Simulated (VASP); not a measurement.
Set up this calculation in VASP 6.6.1, as the native input.

- Task: single point
- Functional: PBEsol
- Potentials or basis: VASP PAW PBE potentials, release 64 (Si, Ni)
- Cutoff: 520 eV
- k mesh: 16 × 16 × 16
- Occupations: gaussian, width 0.15 eV
- Spin: no spin polarisation
- Dipole correction: no
- Further INCAR settings: ALGO = Fast; EDIFF = 1e-06; NBANDS = 25

The structure of SiNi3 lies in POSCAR:

```
SiNi3
1.0
    3.8853125724      0.0000000000      0.0000000000
    0.0000000000      3.8853125724      0.0000000000
    0.0000000000      0.0000000000      2.7469159887
Si Ni
1 3
Direct
    0.0000000000      0.0000000000      0.0000000000
    0.0000000000      0.5000000000      0.5000000000
    0.5000000000      0.0000000000      0.5000000000
    0.5000000000      0.5000000000      0.0000000000
```

This cell differs from its parent crystal: ratio of the length along z to the lengths across it x 0.707, volume and fractional coordinates fixed.

The input as run:

INCAR

```
SYSTEM = SiNi3
ALGO = Fast
EDIFF = 1E-6
ENCUT = 520
GGA = PS
ISIF = 2
ISMEAR = 0
LASPH = .True.
LCHARG = .False.
LREAL = .False.
LWAVE = .False.
NBANDS = 25
NELM = 60
PREC = Accurate
SIGMA = 0.15
```

KPOINTS

```
k-points
0
Gamma
  16 16 16
  0 0 0
```

Potentials or basis: VASP PAW PBE potentials, release 64 (Si, Ni).

Command:

```bash
$ cat potpaw_PBE.64/Si/POTCAR potpaw_PBE.64/Ni/POTCAR > POTCAR
$ mpirun -np 1 vasp_std > vasp.out
```

Results of the run:

| Item | Value |
| --- | --- |
| Pressure | 3.3 GPa |
| Band gap on the k mesh | zero (band 17 reaches 12.08 eV, above the bottom of band 18 at 10.93 eV) |

Caveat: the PAW data sets were made with another functional, which shifts forces and pressure a little.

It took 3.1 min on 1 thread of Intel(R) Xeon(R) 6975P-C (Granite Rapids), on a shared host, peak memory 0.42 GiB.
